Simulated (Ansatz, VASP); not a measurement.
## Re in VASP and in Ansatz

The input INCAR:

```
SYSTEM = Re
ALGO = Normal
EDIFF = 1E-6
ENCUT = 520
GGA = PS
ISIF = 2
ISMEAR = -1
LASPH = .TRUE.
LCHARG = .TRUE.
LELF = .TRUE.
LREAL = .FALSE.
LVHAR = .TRUE.
LWAVE = .FALSE.
NBANDS = 14
NELM = 80
PREC = Accurate
SIGMA = 0.05
```

KPOINTS

```
k-points
0
G
  18 18 10
  0 0 0
```

The input POSCAR:

```
Re
1.0
    2.6029010724      0.0000000000      0.0000000000
   -1.3014505362      2.2541784522      0.0000000000
    0.0000000000      0.0000000000      4.2036200000
Re
2
Direct
    0.3333333333      0.6666666667      0.2500000000
    0.6666666667      0.3333333333      0.7500000000
```

Input for Ansatz:

```yaml
crystal:
  lattice:
    - [2.6029010724, 0.0, 0.0]
    - [-1.3014505362, 2.2541784522, 0.0]
    - [0.0, 0.0, 4.20362]
  atoms:
    - { symbol: Re, position: [0.3333333333, 0.6666666667, 0.25] }
    - { symbol: Re, position: [0.6666666667, 0.3333333333, 0.75] }
kpoints:
  mp_grid: { grid: [18, 18, 10] }
  band_path:
    path:
      - [0.0, 0.0, 0.0]
      - [0.5, 0.0, 0.0]
      - [0.3333333333, 0.3333333333, 0.0]
      - [0.0, 0.0, 0.0]
      - [0.0, 0.0, 0.5]
      - [0.5, 0.0, 0.5]
      - [0.3333333333, 0.3333333333, 0.5]
      - [0.0, 0.0, 0.5]
      - [0.5, 0.0, 0.5]
    npoints: 5
scf:
  occupations: { method: fermi_dirac, width: 0.05 }
hamiltonian:
  xc: pbesol
  pseudopotentials: { kind: all_electron, lapw: { basis_error: 0.00025 } }
output:
  forces: true
  stress: true
  eigenvalues: true
```

Change from the starting cell: zz strain of +1 %.

Alike in both runs: task single point; functional PBEsol; k mesh 18 × 18 × 10; occupations fermi-dirac, width 0.05 eV; no spin polarisation.

|  | VASP | Ansatz |
| --- | --- | --- |
| version | VASP 6.6.1 | Ansatz 0.2.0 |
| potentials or method | VASP PAW PBE potentials, release 64 (Re), cutoff 520 eV | all-electron LAPW, scalar-relativistic |

```csv
,VASP,Ansatz,Ansatz less VASP
pressure (GPa),95.7,92.4,-3.30
"traceless stress, the component that is largest in VASP (GPa)",0.15,0.23,+0.073
```

VASP's potentials were made for PBE, not for PBEsol. Both programs put the cell under a high pressure, so it lies far from rest at this level. Ansatz ran all-electron here, and VASP with PAW potentials.

Neither program's run includes spin-orbit coupling. Noted on VASP's run: the cell as given lies far from equilibrium.
